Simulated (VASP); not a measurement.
# HfB (Fm-3m) in VASP: a series of runs

Runs on HfB. Level: PBE. Tasks: electric field gradients.

Everything below comes from runs of VASP 6.6.1. Logs are shortened: lines on timing, memory, paths and dates and some standing lists are left out, and cuts for length are marked.

### 1 The cell of the first run

The structure is cubic, space group Fm-3m (No. 225). The conventional cell has a = 4.542 Å, b = 4.542 Å, c = 4.542 Å, α = 90.00°, β = 90.00°, γ = 90.00°. Hf (site symmetry m-3m) has 6 B at 2.27 Å within 3.0 Å. B (site symmetry m-3m) has 6 Hf at 2.27 Å within 3.0 Å.

### 2 Electric field gradients, PBE (volume scaled by 0.95)

The input, INCAR:

```
  PREC = Accurate
  ENCUT = 520
  EDIFF = 1E-8
  ISMEAR = -1
  SIGMA = 0.05
  LREAL = False
  LASPH = True
  NELM = 100
  ALGO = Normal
  ISIF = 2
  LWAVE = False
  LCHARG = False
  GGA = PE
  LEFG = True
  NBANDS = 14
```

The input, KPOINTS:

```
Automatic mesh
0
Gamma
  15 15 15
```

The input, POSCAR:

```
HfB
1.0
    0.0000000000      2.2708398925      2.2708398925
    2.2708398925      0.0000000000      2.2708398925
    2.2708398925      2.2708398925      0.0000000000
Hf B
1 1
Direct
    0.5000000000      0.5000000000      0.5000000000
    0.0000000000      0.0000000000      0.0000000000
```

Potentials or basis: VASP PAW PBE potentials, release 64 (Hf_pv, B).

The run is started by

```console
> cat potpaw_PBE.64/Hf_pv/POTCAR potpaw_PBE.64/B/POTCAR > POTCAR
> mpirun -np 1 vasp_std > vasp.out
```

OUTCAR:

```text
PREC = Accurate
   ENCUT = 520
   EDIFF = 1E-8
   ISMEAR = -1
   LREAL = False
   LASPH = True
   NELM = 100
   ISIF = 2
   GGA = PE

 ion  position               nearest neighbor table
   1  0.500  0.500  0.500-   2 2.27   2 2.27   2 2.27   2 2.27   2 2.27   2 2.27
   2  0.000  0.000  0.000-   1 2.27   1 2.27   1 2.27   1 2.27   1 2.27   1 2.27

  LATTYP: Found a face centered cubic cell.
 ALAT       =     4.5416797850

  Lattice vectors:

 A1 = (   0.0000000000,   2.2708398925,   2.2708398925)
 A2 = (   2.2708398925,   0.0000000000,   2.2708398925)
 A3 = (   2.2708398925,   2.2708398925,   0.0000000000)

Analysis of symmetry for initial positions (statically):
=====================================================================
 Subroutine PRICEL returns:
 Original cell was already a primitive cell.

 Routine SETGRP: Setting up the symmetry group for a
 face centered cubic supercell.

 Subroutine GETGRP returns: Found 48 space group operations
 (whereof 48 operations were pure point group operations)
 out of a pool of 48 trial point group operations.

The static configuration has the point symmetry O_h .

Analysis of symmetry for dynamics (positions and initial velocities):
=====================================================================
 Subroutine PRICEL returns:
 Original cell was already a primitive cell.

 Routine SETGRP: Setting up the symmetry group for a
 face centered cubic supercell.

 Subroutine GETGRP returns: Found 48 space group operations
 (whereof 48 operations were pure point group operations)
 out of a pool of 48 trial point group operations.

The dynamic configuration has the point symmetry O_h .

 Subroutine INISYM returns: Found 48 space group operations
 (whereof 48 operations are pure point group operations),
 and found     1 'primitive' translations

----------------------------------------------------------------------------------------

                                     Primitive cell

  volume of cell :      23.4201

  direct lattice vectors                    reciprocal lattice vectors
     0.000000000  2.270839893  2.270839893    -0.220182850  0.220182850  0.220182850
[... 133 lines left out ...]
 E-fermi :   5.4770     XC(G=0): -12.5502

 val. band max:        5.4428218748   @ k =  -0.1333   0.2000   0.0667
 cond. band min:       5.5081667124   @ k =   0.4000   0.2667   0.1333
 fundamental gap:      0.0653448376
 Fermi energy:         5.4770280204

 k-point     1 :       0.0000    0.0000    0.0000
  band No.  band energies     occupation
      1     -22.5625      2.00000
      2     -22.5625      2.00000
      3     -22.5625      2.00000
      4      -4.2678      2.00000
      5       7.7108      0.00000
      6       7.7108      0.00000
      7       7.7108      0.00000
      8       9.5773      0.00000
      9       9.5773      0.00000
     10       9.5773      0.00000
     11       9.8872      0.00000
     12       9.8872      0.00000
     13      17.3398      0.00000
     14      19.2789      0.00000
[... 377 lines left out ...]
      1     -22.8143      2.00000
      2     -22.6401      2.00000
      3     -22.6304      2.00000
      4      -3.1114      2.00000
      5       4.9581      1.99994
      6       6.1328      0.00000
      7       6.8868      0.00000
      8       7.5127      0.00000
      9      10.1931      0.00000
     10      11.5735      0.00000
     11      12.2226      0.00000
     12      15.1958      0.00000
     13      20.0893      0.00000
     14      20.5417      0.00000

 [... further k-points ...]

------------------------ aborting loop because EDIFF is reached ----------------------------------------

  FORCE on cell =-STRESS in cart. coord.  units (eV):
  Direction    XX          YY          ZZ          XY          YZ          ZX
  --------------------------------------------------------------------------------------
  -------------------------------------------------------------------------------------
  Total        6.8218205      6.8218205      6.8218205      0.0000000     -0.0000000      0.0000000
  in kB      466.6823029    466.6823029    466.6823029      0.0000000     -0.0000000      0.0000000
  external PRESSURE =     466.6823029 kB  Pullay stress =       0.0000000 kB

 VOLUME and BASIS-vectors are now :
 -----------------------------------------------------------------------------
  energy-cutoff  :      520.00
  volume of cell :       23.42
      direct lattice vectors                 reciprocal lattice vectors
     0.000000000  2.270839893  2.270839893    -0.220182850  0.220182850  0.220182850
     2.270839893  0.000000000  2.270839893     0.220182850 -0.220182850  0.220182850
     2.270839893  2.270839893  0.000000000     0.220182850  0.220182850 -0.220182850

 POSITION                                       TOTAL-FORCE (eV/Angst)
 -----------------------------------------------------------------------------------
      2.27084      2.27084      2.27084        -0.000000     -0.000000      0.000000
      0.00000      0.00000      0.00000         0.000000      0.000000     -0.000000
 -----------------------------------------------------------------------------------
    total drift:                               -0.000000     -0.000000      0.000000

  FREE ENERGIE OF THE ION-ELECTRON SYSTEM (eV)
  ---------------------------------------------------
  free  energy   TOTEN  =       -16.8598076758 eV

  energy  without entropy=      -16.8519146524  energy(sigma->0) =      -16.85586116

 Electric field gradients (V/A^2)
---------------------------------------------------------------------
 ion       V_xx      V_yy      V_zz      V_xy      V_xz      V_yz
---------------------------------------------------------------------
   1       0.000    -0.000     0.000    -0.000    -0.000    -0.000
   2      -0.000    -0.000     0.000     0.000     0.000     0.000
---------------------------------------------------------------------

 Electric field gradients after diagonalization (V/A^2)
 (convention: |V_zz| > |V_xx| > |V_yy|)
----------------------------------------------------------------------
 ion       V_xx      V_yy      V_zz     asymmetry (V_yy - V_xx)/ V_zz
----------------------------------------------------------------------
   1       0.000     0.000    -0.001       0.000
   2      -0.000    -0.000     0.000       0.000
----------------------------------------------------------------------

           NMR quadrupolar parameters

 Cq : quadrupolar parameter    Cq=e*Q*V_zz/h
 eta: asymmetry parameters     (V_yy - V_xx)/ V_zz
 Q  : nuclear electric quadrupole moment in mb (millibarn)
----------------------------------------------------------------------
 ion       Cq(MHz)       eta       Q (mb)
----------------------------------------------------------------------
   1      -0.000       0.000       1.000
   2       0.000       0.000       1.000
----------------------------------------------------------------------
```

stdout:

```text
POSCAR found type information on POSCAR HfB
 POSCAR found :  2 types and       2 ions
 scaLAPACK will be used
 LDA part: xc-table for (Slater+PW92), standard interpolation
 POSCAR, INCAR and KPOINTS ok, starting setup
 FFT: planning ... GRIDC
 FFT: planning ... GRID_SOFT
 FFT: planning ... GRID
 WAVECAR not read
 entering main loop
ion   1

ion   2
```

It took 45 s on 1 thread of Intel Xeon 8259CL, shared host; peak memory 0.17 GiB.

Results:

* Free energy: -16.8598 eV
* Pressure: 46.7 GPa

Caveat: without QUAD_EFG the Cq values of the log hold for a quadrupole moment of 1 mb, not for the nuclei; spin-orbit coupling is left out, which moves the levels of the heavy elements.

### 3 Electric field gradients, PBE (volume scaled by 0.975)

The input, INCAR:

```
ALGO = Normal ; EDIFF = 1E-8
ENCUT = 520 ; GGA = PE
ISIF = 2 ; ISMEAR = -1
LASPH = T ; LCHARG = F
LEFG = T ; LREAL = F
LWAVE = F ; NBANDS = 14
NELM = 100 ; PREC = Accurate
SIGMA = 0.05
```

The input, KPOINTS:

```
k-points
0
Gamma
  15 15 15
```

The input, POSCAR:

```
HfB
1.0
    0.0000000000      2.2905873175      2.2905873175
    2.2905873175      0.0000000000      2.2905873175
    2.2905873175      2.2905873175      0.0000000000
Hf B
1 1
Direct
    0.5000000000      0.5000000000      0.5000000000
    0.0000000000      0.0000000000      0.0000000000
```

Potentials or basis: VASP PAW PBE potentials, release 64 (Hf_pv, B).

The run is started by

```console
> cat potpaw_PBE.64/Hf_pv/POTCAR potpaw_PBE.64/B/POTCAR > POTCAR
> mpirun -np 1 vasp_std > vasp.out
```

OUTCAR:

```text
EDIFF = 1E-8
   ENCUT = 520
   GGA = PE
   ISIF = 2
   ISMEAR = -1
   LASPH = T
   LREAL = F
   NELM = 100
   PREC = Accurate

 ion  position               nearest neighbor table
   1  0.500  0.500  0.500-   2 2.29   2 2.29   2 2.29   2 2.29   2 2.29   2 2.29
   2  0.000  0.000  0.000-   1 2.29   1 2.29   1 2.29   1 2.29   1 2.29   1 2.29

  LATTYP: Found a face centered cubic cell.
 ALAT       =     4.5811746350

  Lattice vectors:

 A1 = (   0.0000000000,   2.2905873175,   2.2905873175)
 A2 = (   2.2905873175,   0.0000000000,   2.2905873175)
 A3 = (   2.2905873175,   2.2905873175,   0.0000000000)

Analysis of symmetry for initial positions (statically):
=====================================================================
 Subroutine PRICEL returns:
 Original cell was already a primitive cell.

 Routine SETGRP: Setting up the symmetry group for a
 face centered cubic supercell.

 Subroutine GETGRP returns: Found 48 space group operations
[... 594 lines left out ...]
  volume of cell :       24.04
      direct lattice vectors                 reciprocal lattice vectors
     0.000000000  2.290587317  2.290587317    -0.218284628  0.218284628  0.218284628
     2.290587317  0.000000000  2.290587317     0.218284628 -0.218284628  0.218284628
     2.290587317  2.290587317  0.000000000     0.218284628  0.218284628 -0.218284628

 POSITION                                       TOTAL-FORCE (eV/Angst)
 -----------------------------------------------------------------------------------
      2.29059      2.29059      2.29059        -0.000000      0.000000      0.000000
      0.00000      0.00000      0.00000         0.000000     -0.000000     -0.000000
 -----------------------------------------------------------------------------------
    total drift:                               -0.000000     -0.000000      0.000000

  FREE ENERGIE OF THE ION-ELECTRON SYSTEM (eV)
  ---------------------------------------------------
  free  energy   TOTEN  =       -17.0230600805 eV

  energy  without entropy=      -17.0153066917  energy(sigma->0) =      -17.01918339

 Electric field gradients (V/A^2)
---------------------------------------------------------------------
 ion       V_xx      V_yy      V_zz      V_xy      V_xz      V_yz
---------------------------------------------------------------------
   1       0.000     0.000    -0.000    -0.000    -0.000    -0.000
   2      -0.000    -0.000    -0.000     0.000     0.000     0.000
---------------------------------------------------------------------

 Electric field gradients after diagonalization (V/A^2)
 (convention: |V_zz| > |V_xx| > |V_yy|)
----------------------------------------------------------------------
 ion       V_xx      V_yy      V_zz     asymmetry (V_yy - V_xx)/ V_zz
----------------------------------------------------------------------
   1       0.000     0.000    -0.000       0.000
   2      -0.000    -0.000     0.000       0.000
----------------------------------------------------------------------

           NMR quadrupolar parameters

 Cq : quadrupolar parameter    Cq=e*Q*V_zz/h
 eta: asymmetry parameters     (V_yy - V_xx)/ V_zz
 Q  : nuclear electric quadrupole moment in mb (millibarn)
----------------------------------------------------------------------
 ion       Cq(MHz)       eta       Q (mb)
----------------------------------------------------------------------
   1      -0.000       0.000       1.000
   2       0.000       0.000       1.000
----------------------------------------------------------------------
```

Run time: 52 s. Hardware: 1 thread of Intel Xeon 8259CL, shared host; peak memory 0.17 GiB.

Results:

* Free energy: -17.0231 eV
* Pressure: 38.3 GPa

Levels at points of the mesh, in eV from the Fermi level:
```csv
k point,band 4,band 5,band 6,band 7,band 8,band 9,band 10,band 11
"(0.00, 0.00, 0.00)",-9.67,2.21,2.21,2.21,4.02,4.02,4.02,4.31
```

Caveat: without QUAD_EFG the Cq values of the log hold for a quadrupole moment of 1 mb, not for the nuclei; spin-orbit coupling is left out, which moves the levels of the heavy elements.

(Continued in part 2 of 2.)
